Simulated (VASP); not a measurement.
Cd, 1 atom in the cell. Symmetry: Fm-3m, No. 225, cubic system. Conventional cell: a = 4.403 Å, b = 4.403 Å, c = 4.403 Å, α = 90.00°, β = 90.00°, γ = 90.00°. Cd (site symmetry m-3m) has 12 Cd at 3.11 Å within 4.1 Å. This isn't the form of Cd at room conditions, which is hcp.

```yaml
Program: VASP 6.6.1
Task: single point
Functional: PBEsol
Potentials_or_basis: VASP PAW PBE potentials, release 64 (Cd)
Cutoff: 500 eV
k_mesh: 8 × 8 × 8
Occupations: fermi-dirac, width 0.05 eV
Spin: no spin polarisation
Dipole_correction: no
Further_INCAR_settings: ALGO = Normal; EDIFF = 1e-06; NBANDS = 12
```

Potentials or basis: VASP PAW PBE potentials, release 64 (Cd).

Command:

```console
$ cat potpaw_PBE.64/Cd/POTCAR > POTCAR
$ mpirun -np 1 vasp_std > vasp.out
```

Hardware: 1 thread of Intel(R) Xeon(R) Platinum 8259CL CPU @ 2.50GHz (Skylake/Cascade Lake), with other jobs on the host.

Q: How long does it take, and how much memory?

A: Run time: 4.7 s on 1 thread of Intel(R) Xeon(R) Platinum 8259CL CPU @ 2.50GHz (Skylake/Cascade Lake), on a shared host, peak memory 0.14 GiB. Counts: scf iterations 11, k points 29.
